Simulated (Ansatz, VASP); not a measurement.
# Au: VASP beside Ansatz

```
Au
1.0
     0.00000    2.08286    2.08286
     2.08286    0.00000    2.08286
     2.08286    2.08286    0.00000
Au
1
Cartesian
  0.0000 0.0000 0.0000
```

Alike in both runs: functional PBE; k mesh 8 × 8 × 8; occupations gaussian, width 0.1 eV; no spin polarisation.

Ansatz relaxed the structure, and its values are those at the end. VASP's run is a single point on that final structure, the one shown.

```csv
,VASP,Ansatz
version,VASP 6.6.1,Ansatz 0.2.0
potentials or method,"VASP PAW PBE potentials, release 64 (Au), cutoff 500 eV","scalar-relativistic, plane waves, PAW"
valence electrons in the cell,11,19
```

```tsv
	VASP	Ansatz	Ansatz less VASP
gap on the k mesh at the Fermi level (eV)	none	none	-
pressure (GPa)	-0.3	0.0	+0.23
```

A gap of «none» marks a metal or a gap that the smearing closes. VASP's potentials hold 11 valence electrons a cell and Ansatz's 19, so a difference there can come from the potentials and not from the codes.

Neither program's run includes spin-orbit coupling.
